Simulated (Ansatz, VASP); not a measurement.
**Ti in VASP and in Ansatz**

```
CELL_PARAMETERS angstrom
2.63491 0.00000 0.00000
0.00000 2.63491 0.00000
0.00000 0.00000 2.63491
ATOMIC_POSITIONS crystal
Ti 0.00000 0.00000 0.00000
```

Alike in both runs: task relaxation of cell and atoms; functional PBE; k mesh 20 × 20 × 20; occupations gaussian, width 0.1 eV; no spin polarisation.

|  | VASP | Ansatz |
| --- | --- | --- |
| version | VASP 6.6.1 | Ansatz 0.2.0 |
| potentials or method | VASP PAW PBE potentials, release 64 (Ti_sv), cutoff 600 eV | scalar-relativistic, plane waves, PAW |
| valence electrons in the cell | 12 | 12 |

|  | VASP | Ansatz | Ansatz less VASP |
| --- | --- | --- | --- |
| gap on the k mesh at the Fermi level, each at its own relaxed structure (eV) | none | none | - |
| relaxed volume (Å³/atom) | 18.40 | 18.43 | +0.029 |
| relaxed cell length with the largest relative difference (Å) | 2.640 | 2.642 | +0.0014 |

A gap of «none» marks a metal or a gap that the smearing closes.
